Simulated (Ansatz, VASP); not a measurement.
# Two plane-wave programs on NaAl2Rh3

INCAR

```
  ALGO = Normal
  EDIFF = 1E-6
  ENCUT = 500
  GGA = PE
  GGA_COMPAT = False
  ISIF = 2
  ISMEAR = 0
  ISPIN = 2
  LASPH = True
  LCHARG = False
  LMAXMIX = 4
  LORBIT = 11
  LREAL = False
  LWAVE = False
  MAGMOM = 0 0 0 1 1 1
  NBANDS = 42
  NELM = 200
  PREC = Accurate
  SIGMA = 0.1
```

The input KPOINTS:

```
k-points
0
Gamma
  6 6 4
```

The input POSCAR:

```
NaAl2Rh3
1.0
    5.5490367909      0.0000000000      0.0000000000
   -2.7745183955      4.8056068275      0.0000000000
    0.0000000000      0.0000000000      3.8706837263
Na Al Rh
1 2 3
Direct
    0.0000000000      0.0000000000      0.0000000000
    0.3333333333      0.6666666667      0.0000000000
    0.6666666667      0.3333333333      0.0000000000
    0.5000000000      0.0000000000      0.5000000000
    0.0000000000      0.5000000000      0.5000000000
    0.5000000000      0.5000000000      0.5000000000
```

Input for Ansatz:

```yaml
crystal:
  lattice:
    - [5.5490367909, 0.0, 0.0]
    - [-2.7745183955, 4.8056068275, 0.0]
    - [0.0, 0.0, 3.8706837263]
  atoms:
    - { symbol: Na, position: [0.0, 0.0, 0.0] }
    - { symbol: Al, position: [0.3333333333, 0.6666666667, 0.0] }
    - { symbol: Al, position: [0.6666666667, 0.3333333333, 0.0] }
    - { symbol: Rh, position: [0.5, 0.0, 0.5], spin: 1.0 }
    - { symbol: Rh, position: [0.0, 0.5, 0.5], spin: 1.0 }
    - { symbol: Rh, position: [0.5, 0.5, 0.5], spin: 1.0 }
basis:
  ecutwfc: 420
kpoints:
  mp_grid: { grid: [6, 6, 4] }
hamiltonian:
  xc: pbe
scf:
  occupations: { method: gaussian, width: 0.1 }
  lower_state_search: "off"
output:
  forces: true
  stress: true
  eigenvalues: true
  populations: true
magnetization:
  spin_polarized: true
```

Change from the starting cell: species swapped into the LaCu3Ni2 type (P6/mmm, No. 191).

Alike in both runs: task single point; functional PBE; k mesh 6 × 6 × 4; occupations gaussian, width 0.1 eV; collinear spin.

```csv
,VASP,Ansatz
version,VASP 6.6.1,Ansatz 0.2.0
potentials or method,"VASP PAW PBE potentials, release 64 (Na_pv, Al, Rh_pv), cutoff 500 eV","scalar-relativistic, plane waves, PAW"
valence electrons in the cell,58,66
```

VASP gave:

| Quantity | Value |
| --- | --- |
| gap on the k mesh at the Fermi level (eV) | none |
| pressure (GPa) | -0.1 |
| traceless stress, the component that is largest in VASP (GPa) | -0.04 |
| net moment per atom (μB) | 0.00 |

Estimate Ansatz's values.

gap on the k mesh at the Fermi level (eV): none; pressure (GPa): -0.2; traceless stress, the component that is largest in VASP (GPa): -0.06; net moment per atom (μB): 0.00.

A gap of «none» marks a metal or a gap that the smearing closes. VASP's potentials hold 58 valence electrons a cell and Ansatz's 66, so a difference there can come from the potentials and not from the codes. Ansatz's warnings: seeded moment not kept.

The k mesh is coarse, so the values compare programs but aren't converged.
